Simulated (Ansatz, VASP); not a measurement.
## LiH: VASP beside Ansatz

```
CELL_PARAMETERS angstrom
3.08758 0.00000 0.00000
-1.54379 2.67392 0.00000
0.00000 0.00000 24.60000
ATOMIC_POSITIONS crystal
Li 0.33333 0.66667 0.33333
H 0.66667 0.33333 0.33333
```

Alike in both runs: task single point; functional r2SCAN; k mesh 12 × 12 × 1; no spin polarisation.

|  | VASP | Ansatz |
| --- | --- | --- |
| version | VASP 6.6.1 | Ansatz 0.2.0 |
| potentials or method | VASP PAW PBE potentials, release 64 (Li_sv, H) | plane waves, PAW |
| plane-wave cutoff (eV) | 520 | 500 |
| occupations | gaussian, width 0.01 eV | fixed |
| valence electrons in the cell | 4 | 4 |

|  | VASP | Ansatz | Ansatz less VASP |
| --- | --- | --- | --- |
| gap on the k mesh at the Fermi level (eV) | 4.03 | 4.03 | +0.003 |

VASP's potentials were made for PBE, not for r2SCAN.

Noted on VASP's run: the cutoff is short for stress, so the pressure is rough.
